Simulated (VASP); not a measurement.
# SnO2 (I-43m) in VASP: relaxation of cell and atoms with PBE

Aim: the relaxation of cell and atoms of SnO2 with PBE.

All numbers are computed with VASP 6.6.1; they aren't measurements. Logs are shortened: lines on timing, memory, paths and dates and some standing lists are left out, and cuts for length are marked.

### Step 1. The cell of the first run

It takes space group I-43m (No. 217, cubic). The conventional cell has a = 10.138 Å, b = 10.138 Å, c = 10.138 Å, α = 90.00°, β = 90.00°, γ = 90.00°. Within 2.6 Å of Sn (site symmetry -4) lie 4 O at 1.97 Å. Within 2.6 Å of O (site symmetry m) lie 2 Sn at 1.97 Å.

The cell was generated, and may not be a known phase.

### Step 2. Relaxation of cell and atoms, PBE

INCAR reads:

```
SYSTEM = SnO2
ALGO     = Normal         ! electronic algorithm
EDIFF    = 1E-6           ! SCF threshold, eV
EDIFFG   = -0.04          ! ionic threshold
ENCUT    = 600            ! plane-wave cutoff, eV
GGA      = PE             ! functional
IBRION   = 2              ! ionic algorithm
ISIF     = 3              ! what is computed and relaxed
ISMEAR   = 0              ! smearing method
LASPH    = .True.         ! aspherical terms in the spheres
LCHARG   = .False.        ! write CHGCAR
LREAL    = Auto         
LWAVE    = .False.        ! write WAVECAR
NELM     = 60             ! most SCF steps
NSW      = 90             ! ionic steps
PREC     = Accurate       ! precision mode
SIGMA    = 0.1            ! smearing width, eV
```

KPOINTS reads:

```
k-points
0
Gamma
  4 4 4
  0 0 0
```

POSCAR reads:

```
SnO2
1.0
   -5.0691028528      5.0691028528      5.0691028528
    5.0691028528     -5.0691028528      5.0691028528
    5.0691028528      5.0691028528     -5.0691028528
Sn O
6 12
Direct
    0.7500000000      0.2500000000      0.5000000000
    0.2500000000      0.7500000000      0.5000000000
    0.5000000000      0.2500000000      0.7500000000
    0.7500000000      0.5000000000      0.2500000000
    0.5000000000      0.7500000000      0.2500000000
    0.2500000000      0.5000000000      0.7500000000
    0.7173776494      0.2825619180      0.7173776494
    0.7174380820      0.4348157313      0.4348157313
    0.5651842687      0.0000000000      0.2826223506
    0.0000000000      0.2826223506      0.5651842687
    0.2826223506      0.0000000000      0.5651842687
    0.0000000000      0.5651842687      0.2826223506
    0.4348157313      0.7174380820      0.4348157313
    0.2825619180      0.7173776494      0.7173776494
    0.5651842687      0.2826223506      0.0000000000
    0.4348157313      0.4348157313      0.7174380820
    0.7173776494      0.7173776494      0.2825619180
    0.2826223506      0.5651842687      0.0000000000
```

Potentials or basis: VASP PAW PBE potentials, release 64 (Sn_d, O).

Command:

```
cat potpaw_PBE.64/Sn_d/POTCAR potpaw_PBE.64/O/POTCAR > POTCAR
mpirun -np 1 vasp_std > vasp.out
```

OUTCAR:

```text
SYSTEM = SnO2
   EDIFF = 1E-6
   EDIFFG = -0.04
   ENCUT = 600
   GGA = PE
   IBRION = 2
   ISIF = 3
   ISMEAR = 0
   LASPH = .True.
   LREAL = Auto
   NELM = 60
   NSW = 90
   PREC = Accurate

 ion  position               nearest neighbor table
   1  0.750  0.250  0.500-   8 1.97   9 1.97  10 1.97   7 1.97   4 3.58   6 3.58   3 3.58   5 3.58

   2  0.250  0.750  0.500-  13 1.97  12 1.97  11 1.97  14 1.97   5 3.58   6 3.58   3 3.58   4 3.58

   3  0.500  0.250  0.750-  16 1.97  15 1.97  11 1.97   7 1.97   4 3.58   6 3.58   1 3.58   2 3.58

   4  0.750  0.500  0.250-   8 1.97  12 1.97  15 1.97  17 1.97   2 3.58   5 3.58   1 3.58   3 3.58

   5  0.500  0.750  0.250-  13 1.97   9 1.97  18 1.97  17 1.97   2 3.58   4 3.58   1 3.58   6 3.58

   6  0.250  0.500  0.750-  16 1.97  10 1.97  18 1.97  14 1.97   3 3.58   5 3.58   2 3.58   1 3.58

   7  0.717  0.283  0.717-   1 1.97   3 1.97
   8  0.717  0.435  0.435-   1 1.97   4 1.97
   9  0.565  0.000  0.283-   1 1.97   5 1.97
  10  0.000  0.283  0.565-   1 1.97   6 1.97
  11  0.283  0.000  0.565-   2 1.97   3 1.97
  12  0.000  0.565  0.283-   2 1.97   4 1.97
  13  0.435  0.717  0.435-   2 1.97   5 1.97
  14  0.283  0.717  0.717-   2 1.97   6 1.97
  15  0.565  0.283  0.000-   3 1.97   4 1.97
  16  0.435  0.435  0.717-   3 1.97   6 1.97
  17  0.717  0.717  0.283-   4 1.97   5 1.97
  18  0.283  0.565  0.000-   5 1.97   6 1.97

  LATTYP: Found a body centered cubic cell.
 ALAT       =    10.1382057056

  Lattice vectors:

 A1 = (  -5.0691028528,   5.0691028528,   5.0691028528)
 A2 = (   5.0691028528,  -5.0691028528,   5.0691028528)
 A3 = (   5.0691028528,   5.0691028528,  -5.0691028528)

Analysis of symmetry for initial positions (statically):
=====================================================================
 Subroutine PRICEL returns:
 Original cell was already a primitive cell.

 Routine SETGRP: Setting up the symmetry group for a
 body centered cubic supercell.

 Subroutine GETGRP returns: Found 24 space group operations
 (whereof 24 operations were pure point group operations)
 out of a pool of 48 trial point group operations.

The static configuration has the point symmetry T_d .

Analysis of symmetry for dynamics (positions and initial velocities):
=====================================================================
 Subroutine PRICEL returns:
 Original cell was already a primitive cell.

 Routine SETGRP: Setting up the symmetry group for a
 body centered cubic supercell.

 Subroutine GETGRP returns: Found 24 space group operations
 (whereof 24 operations were pure point group operations)
 out of a pool of 48 trial point group operations.

The dynamic configuration has the point symmetry T_d .

 Subroutine INISYM returns: Found 24 space group operations
 (whereof 24 operations are pure point group operations),
 and found     1 'primitive' translations

----------------------------------------------------------------------------------------

                                     Primitive cell

  volume of cell :     521.0187

  direct lattice vectors                    reciprocal lattice vectors
    -5.069102853  5.069102853  5.069102853     0.000000000  0.098636783  0.098636783
     5.069102853 -5.069102853  5.069102853     0.098636783  0.000000000  0.098636783
     5.069102853  5.069102853 -5.069102853     0.098636783  0.098636783  0.000000000

  length of vectors
     8.779943690  8.779943690  8.779943690     0.139493477  0.139493477  0.139493477

  position of ions in fractional coordinates (direct lattice)
     0.750000000  0.250000000  0.500000000
     0.250000000  0.750000000  0.500000000
     0.500000000  0.250000000  0.750000000
     0.750000000  0.500000000  0.250000000
     0.500000000  0.750000000  0.250000000
     0.250000000  0.500000000  0.750000000
[... 10 lines left out ...]
     0.717377649  0.717377649  0.282561918
     0.282622351  0.565184269  0.000000000

  ion indices of the primitive-cell ions
   primitive index   ion index
                 1           1
                 2           2
                 3           3
                 4           4
                 5           5
                 6           6
[... 10 lines left out ...]
                17          17
                18          18

----------------------------------------------------------------------------------------

 KPOINTS: k-points

Automatic generation of k-mesh.
 Grid dimensions read from file:
 generate k-points for:    4    4    4

 Generating k-lattice:

  Cartesian coordinates                     Fractional coordinates (reciprocal lattice)
     0.000000000  0.024659196  0.024659196     0.250000000  0.000000000  0.000000000
     0.024659196  0.000000000  0.024659196     0.000000000  0.250000000  0.000000000
     0.024659196  0.024659196  0.000000000     0.000000000  0.000000000  0.250000000

  Length of vectors
     0.034873369  0.034873369  0.034873369

  Shift w.r.t. Gamma in fractional coordinates (k-lattice)
     0.000000000  0.000000000  0.000000000

 Subroutine IBZKPT returns following result:
 ===========================================

 Found      8 irreducible k-points:

 Following reciprocal coordinates:
            Coordinates               Weight
  0.000000  0.000000  0.000000      1.000000
  0.250000  0.000000  0.000000     12.000000
  0.500000  0.000000  0.000000      6.000000
  0.250000  0.250000  0.000000     24.000000
  0.250000  0.250000  0.250000      2.000000
 -0.250000  0.250000  0.250000      6.000000
  0.500000  0.500000  0.250000     12.000000
  0.500000  0.500000  0.500000      1.000000
   k-points           NKPTS =      8   k-points in BZ     NKDIM =      8   number of bands    NBANDS=     93
   number of dos      NEDOS =    301   number of ions     NIONS =     18
   total plane-waves  NPLWV = 343000
   dimension x,y,z NGX =    70 NGY =   70 NGZ =   70
   dimension x,y,z NGXF=   140 NGYF=  140 NGZF=  140
   ions per type =               6  12
   NGX,Y,Z   is equivalent  to a cutoff of  13.25, 13.25, 13.25 a.u.
   NGXF,Y,Z  is equivalent  to a cutoff of  26.51, 26.51, 26.51 a.u.
 SYSTEM =  SnO2
   PREC   = accura    normal or accurate (medium, high low for compatibility)
   ISTART =      0    job   : 0-new  1-cont  2-samecut
   ICHARG =      2    charge: 1-file 2-atom 10-const
   ISPIN  =      1    spin polarized calculation?
   LNONCOLLINEAR =      F non collinear calculations
   LSORBIT =      F    spin-orbit coupling
   LASPH  =      T    aspherical Exc in radial PAW
   ENCUT  =  600.0 eV  44.10 Ry    6.64 a.u.  17.54 17.54 17.54*2*pi/ulx,y,z
   NELM   =     60;   NELMIN=  2; NELMDL= -5     # of ELM steps
   EDIFF  = 0.1E-05   stopping-criterion for ELM
   LREAL  =      T    real-space projection
   EDIFFG = -.4E-01   stopping-criterion for IOM
   NSW    =     90    number of steps for IOM
   IBRION =      2    ionic relax: 0-MD 1-quasi-New 2-CG
   NFREE  =      1    steps in history (QN), initial steepest desc. (CG)
   ISIF   =      3    stress and relaxation
   ISYM   =      2    0-nonsym 1-usesym 2-fastsym
   POTIM  = 0.5000    time-step for ionic-motion
   TEBEG  =    0.0;   TEEND  =   0.0 temperature during run
   PSTRESS=    0.0 pullay stress
   NELECT =     156.0000    total number of electrons
   NUPDOWN=      -1.0000    fix difference up-down
   EMIN   =  10.00;   EMAX   =-10.00  energy-range for DOS
   EFERMI =   0.00;   METHOD = LEGACY
   ISMEAR =     0;   SIGMA  =   0.10  broadening in eV -4-tet -1-fermi 0-gaus
   EFERMI_NEDOS =   21; number of points for ismear=-14 and -15
   IALGO  =     38    algorithm
   IMIX   =      4    mixing-type and parameters
     AMIX     =   0.40;   BMIX     =  1.00
     AMIX_MAG =   1.60;   BMIX_MAG =  1.00
  volume/ion in A,a.u.               =      28.95       195.33
  Fermi-wavevector in a.u.,A,eV,Ry     =   1.095213  2.069653 16.320073  1.199492
  Thomas-Fermi vector in A             =   2.231532
   LORBIT       =      0    0 simple, 1 ext, 2 COOP (PROOUT), +10 PAW based schemes
   GGA     = PE    functional components
   LHFCALC =     F    Hartree Fock is set to
   AEXX    =    0.0000 exact exchange contribution
   IVDW    =     0    specifies the selected vdW correction
   LEPSILON=     F    determine dielectric tensor
   LRPA    =     F    only Hartree local field effects (RPA)
 conjugate gradient relaxation of ions
 non-spin polarized calculation
 Gauss-broadening in eV      SIGMA  =   0.10
  energy-cutoff  :      600.00
  volume of cell :      521.02
 maximum number of plane-waves:     17549
   NGX = 35   NGY = 35   NGZ = 35

 number of electron     156.0000047 magnetization

 Free energy of the ion-electron system (eV)
  ---------------------------------------------------
  ext. energy  EPLUGINS =         0.00000000
  ---------------------------------------------------
  free energy    TOTEN  =      -105.67375376 eV

  energy without entropy =     -105.67375376  energy(sigma->0) =     -105.67375376

 E-fermi :  -1.8956     XC(G=0):  -6.2895

 val. band max:       -2.3568116240   @ k =   0.5000   0.0000   0.0000
 cond. band min:      -0.0268304809   @ k =   0.0000   0.0000   0.0000
 fundamental gap:      2.3299811432
 Fermi energy:        -1.8956410164

 k-point     1 :       0.0000    0.0000    0.0000
  band No.  band energies     occupation
      1     -22.3534      2.00000
      2     -22.3534      2.00000
      3     -22.3534      2.00000
      4     -22.3477      2.00000
      5     -22.3477      2.00000
      6     -22.3477      2.00000
[... 82 lines left out ...]
     89       5.5749      0.00000
     90       5.5749      0.00000

 k-point     2 :       0.2500    0.0000    0.0000
  band No.  band energies     occupation
      1     -22.3550      2.00000
      2     -22.3535      2.00000
      3     -22.3523      2.00000
      4     -22.3477      2.00000
      5     -22.3474      2.00000
      6     -22.3463      2.00000
[... 82 lines left out ...]
     89       5.4152      0.00000
     90       5.5134      0.00000

 k-point     3 :       0.5000    0.0000    0.0000
  band No.  band energies     occupation
      1     -22.3562      2.00000
      2     -22.3541      2.00000
      3     -22.3521      2.00000
      4     -22.3468      2.00000
      5     -22.3462      2.00000
      6     -22.3458      2.00000
[... 82 lines left out ...]
     89       5.2706      0.00000
     90       5.3114      0.00000

 k-point     4 :       0.2500    0.2500    0.0000
  band No.  band energies     occupation
      1     -22.3572      2.00000
      2     -22.3527      2.00000
      3     -22.3514      2.00000
      4     -22.3485      2.00000
      5     -22.3459      2.00000
      6     -22.3457      2.00000
[... 82 lines left out ...]
     89       5.3480      0.00000
     90       5.4328      0.00000

 k-point     5 :       0.2500    0.2500    0.2500
  band No.  band energies     occupation
      1     -22.3591      2.00000
      2     -22.3501      2.00000
      3     -22.3501      2.00000
      4     -22.3501      2.00000
      5     -22.3469      2.00000
      6     -22.3469      2.00000
[... 82 lines left out ...]
     89       5.3202      0.00000
     90       5.3202      0.00000

 k-point     6 :      -0.2500    0.2500    0.2500
  band No.  band energies     occupation
      1     -22.3554      2.00000
      2     -22.3525      2.00000
      3     -22.3525      2.00000
      4     -22.3502      2.00000
      5     -22.3446      2.00000
      6     -22.3446      2.00000
[... 82 lines left out ...]
     89       5.5291      0.00000
     90       5.5291      0.00000

 k-point     7 :       0.5000    0.5000    0.2500
  band No.  band energies     occupation
      1     -22.3566      2.00000
      2     -22.3527      2.00000
      3     -22.3517      2.00000
      4     -22.3495      2.00000
      5     -22.3438      2.00000
      6     -22.3435      2.00000
[... 82 lines left out ...]
     89       5.5422      0.00000
     90       5.5765      0.00000

 k-point     8 :       0.5000    0.5000    0.5000
  band No.  band energies     occupation
      1     -22.3576      2.00000
      2     -22.3508      2.00000
      3     -22.3508      2.00000
      4     -22.3508      2.00000
      5     -22.3423      2.00000
      6     -22.3423      2.00000
[... 82 lines left out ...]
     89       5.7748      0.00000
     90       5.7749      0.00000
 [bands above 90 left out]

------------------------ aborting loop because EDIFF is reached ----------------------------------------

  FORCE on cell =-STRESS in cart. coord.  units (eV):
  Direction    XX          YY          ZZ          XY          YZ          ZX
  --------------------------------------------------------------------------------------
  -------------------------------------------------------------------------------------
  Total        0.4819989      0.4819989      0.4819989      0.0000000      0.0000000      0.0000000
  in kB        1.4821882      1.4821882      1.4821882      0.0000000      0.0000000      0.0000000
  external PRESSURE =       1.4821882 kB  Pullay stress =       0.0000000 kB

 VOLUME and BASIS-vectors are now :
 -----------------------------------------------------------------------------
  energy-cutoff  :      600.00
  volume of cell :      521.02
      direct lattice vectors                 reciprocal lattice vectors
    -5.069102853  5.069102853  5.069102853     0.000000000  0.098636783  0.098636783
     5.069102853 -5.069102853  5.069102853     0.098636783  0.000000000  0.098636783
     5.069102853  5.069102853 -5.069102853     0.098636783  0.098636783  0.000000000

 POSITION                                       TOTAL-FORCE (eV/Angst)
 -----------------------------------------------------------------------------------
      0.00000      5.06910      2.53455         0.000000     -0.000000      0.000000
      5.06910      0.00000      2.53455         0.000000     -0.000000      0.000000
      2.53455      5.06910      0.00000         0.000000     -0.000000      0.000000
      0.00000      2.53455      5.06910         0.000000     -0.000000      0.000000
      2.53455      0.00000      5.06910         0.000000     -0.000000      0.000000
      5.06910      2.53455      0.00000         0.000000     -0.000000      0.000000
[... 10 lines left out ...]
      1.43234      1.43234      5.84059         0.005854      0.005854      0.038860
      1.43234     -1.43234      4.29762         0.005854     -0.005854     -0.038860
 -----------------------------------------------------------------------------------
    total drift:                               -0.000007     -0.000007     -0.000007

  FREE ENERGIE OF THE ION-ELECTRON SYSTEM (eV)
  ---------------------------------------------------
  free  energy   TOTEN  =      -105.6737537633 eV

  energy  without entropy=     -105.6737537632  energy(sigma->0) =     -105.67375376

 reached required accuracy - stopping structural energy minimisation
```

Run time: 26 min. Hardware: 1 thread of Oxide Virtual Turin-like, shared host; peak memory 0.79 GiB.

Results:

| Quantity | Value |
| --- | --- |
| Free energy | -105.6738 eV |
| Pressure after relaxing | 0.1 GPa |
| Largest force after relaxing | 0.040 eV/Å |
| Band gap on the k mesh | 2.33 eV (least direct gap 2.36 eV) |

Forces in eV/Å, atoms in the order of the input:
```
Sn   0.000  0.000  0.000
Sn   0.000  0.000  0.000
Sn   0.000  0.000  0.000
Sn   0.000  0.000  0.000
Sn   0.000  0.000  0.000
Sn   0.000  0.000  0.000
O    0.006  0.039  0.006
O    0.039 -0.006 -0.006
O   -0.006 -0.039  0.006
O   -0.039  0.006 -0.006
O    0.006 -0.039 -0.006
O   -0.039 -0.006  0.006
O   -0.006  0.039 -0.006
O    0.039  0.006  0.006
O   -0.006  0.006 -0.039
O   -0.006 -0.006  0.039
O    0.006  0.006  0.039
O    0.006 -0.006 -0.039
```

Final structure:
```
Sn O
1.0
    -5.06910    5.06910    5.06910
     5.06910   -5.06910    5.06910
     5.06910    5.06910   -5.06910
Sn O
6 12
Direct
  0.75000 0.25000 0.50000
  0.25000 0.75000 0.50000
  0.50000 0.25000 0.75000
  0.75000 0.50000 0.25000
  0.50000 0.75000 0.25000
  0.25000 0.50000 0.75000
  0.71738 0.28256 0.71738
  0.71744 0.43482 0.43482
  0.56518 0.00000 0.28262
  0.00000 0.28262 0.56518
  0.28262 0.00000 0.56518
  0.00000 0.56518 0.28262
  0.43482 0.71744 0.43482
  0.28256 0.71738 0.71738
  0.56518 0.28262 0.00000
  0.43482 0.43482 0.71744
  0.71738 0.71738 0.28256
  0.28262 0.56518 0.00000
```

Caveat: the relaxation stopped at its first step, so nothing moved; spin-orbit coupling is left out, which moves the levels of the heavy elements. A k mesh can miss the band edges.
